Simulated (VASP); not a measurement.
Wanted: the native input for a VASP 6.6.1 run.

| Quantity | Value |
| --- | --- |
| Task | single point |
| Functional | r2SCAN |
| Potentials or basis | VASP PAW PBE potentials, release 64 (Ta_pv, C) |
| Cutoff | 520 eV |
| k mesh | 8 × 8 × 8 |
| Occupations | gaussian, width 0.1 eV |
| Spin | no spin polarisation |
| Dipole correction | no |
| Further INCAR settings | ALGO = Normal; EDIFF = 1e-06; NBANDS = 37 |

The system is Ta4C3.

```
CELL_PARAMETERS angstrom
4.24021 0.00000 0.00000
0.00000 4.24021 0.00000
0.00000 0.00000 4.24021
ATOMIC_POSITIONS crystal
Ta 0.00000 0.50000 0.50000
Ta 0.50000 0.00000 0.50000
Ta 0.50000 0.50000 0.00000
Ta 0.00000 0.00000 0.00000
C 0.50000 0.00000 0.00000
C 0.00000 0.50000 0.00000
C 0.00000 0.00000 0.50000
```

One way to write it, as run:

POSCAR

```
Ta4C3
1.0
    4.2402085768      0.0000000000      0.0000000000
    0.0000000000      4.2402085768      0.0000000000
    0.0000000000      0.0000000000      4.2402085768
Ta C
4 3
Direct
    0.0000000000      0.5000000000      0.5000000000
    0.5000000000      0.0000000000      0.5000000000
    0.5000000000      0.5000000000      0.0000000000
    0.0000000000      0.0000000000      0.0000000000
    0.5000000000      0.0000000000      0.0000000000
    0.0000000000      0.5000000000      0.0000000000
    0.0000000000      0.0000000000      0.5000000000
```

INCAR.step1

```
  PREC = Accurate
  ENCUT = 520
  ISMEAR = 0
  SIGMA = 0.1
  LREAL = False
  LASPH = True
  NELM = 60
  NBANDS = 37
  GGA = PE
  ALGO = Normal
  EDIFF = 1E-4
  LWAVE = True
  LCHARG = False
```

INCAR.step2

```
  PREC = Accurate
  ENCUT = 520
  EDIFF = 1E-6
  ISMEAR = 0
  SIGMA = 0.1
  LREAL = False
  LASPH = True
  NELM = 60
  ALGO = Normal
  ISIF = 2
  LWAVE = False
  LCHARG = False
  METAGGA = R2SCAN
  LMIXTAU = True
  NBANDS = 37
  ISTART = 1
```

KPOINTS

```
regular mesh
0
Gamma
  8 8 8
```

Potentials or basis: VASP PAW PBE potentials, release 64 (Ta_pv, C).

Run with:

```bash
$ cat potpaw_PBE.64/Ta_pv/POTCAR potpaw_PBE.64/C/POTCAR > POTCAR
$ cp INCAR.step1 INCAR
$ mpirun -np 1 vasp_std > vasp.out
$ cp INCAR.step2 INCAR
$ mpirun -np 1 vasp_std > vasp.out
```

Results of the run:

| Item | Value |
| --- | --- |
| Pressure | 52.9 GPa |
| Band gap on the k mesh | zero (bands 28 and 29 overlap by 1.15 eV) |

Caveat: the cell stands under pressure; the PAW data sets were made with another functional, which shifts forces and pressure a little; spin-orbit coupling is left out, which moves the levels of the heavy elements.

Wall time 5.5 min on 1 thread of Intel Xeon 8259CL, with other jobs on the host, peak memory 0.23 GiB.
